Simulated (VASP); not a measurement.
A run of VASP 6.6.1 is set up as follows.

File POSCAR:

```
TiO2
1.0
    4.5059367448      0.0000000000      0.0000000000
    0.0000000000      4.5059367448      0.0000000000
    0.0000000000      0.0000000000      2.8988044961
Ti O
2 4
Direct
    0.0000000000      0.0000000000      0.5000000000
    0.5000000000      0.5000000000      0.0000000000
    0.3043213200      0.3043213200      0.5000000000
    0.1956786800      0.8043213200      0.0000000000
    0.8043213200      0.1956786800      0.0000000000
    0.6956786800      0.6956786800      0.5000000000
```

The input INCAR.step1:

```
SYSTEM = TiO2
PREC = Accurate
ENCUT = 520
ISMEAR = -1
SIGMA = 0.05
LREAL = .False.
LASPH = .True.
NELM = 60
NBANDS = 33
GGA = PE
ALGO = Normal
EDIFF = 1E-4
LWAVE = .True.
LCHARG = .False.
```

File INCAR.step2:

```
SYSTEM = TiO2
PREC = Accurate
ENCUT = 520
EDIFF = 1E-7
ISMEAR = -1
SIGMA = 0.05
LREAL = .False.
LASPH = .True.
NELM = 60
ALGO = Normal
ISIF = 2
LWAVE = .False.
LCHARG = .True.
METAGGA = R2SCAN
LMIXTAU = .True.
LELF = .True.
LVHAR = .True.
NBANDS = 33
ISTART = 1
```

Contents of KPOINTS:

```
regular mesh
0
Gamma
  6 6 9
  0 0 0
```

Potentials or basis: VASP PAW PBE potentials, release 64 (Ti_sv, O).

The run is started by

```sh
$ cat potpaw_PBE.64/Ti_sv/POTCAR potpaw_PBE.64/O/POTCAR > POTCAR
$ cp INCAR.step1 INCAR
$ mpirun -np 1 vasp_std > vasp.out
$ cp INCAR.step2 INCAR
$ mpirun -np 1 vasp_std > vasp.out
```

(1) Predict the largest force.

(2) Estimate the pressure.

(3) What does it give for the band gap on the k mesh?

Answers

(1) 0.302 eV/Å.

(2) 18.1 GPa.

(3) 2.37 eV.

Caveat: the cell stands under pressure; the PAW data sets were made with another functional, which shifts forces and pressure a little; an odd mesh through Γ misses points on the zone boundary, where band edges can lie.
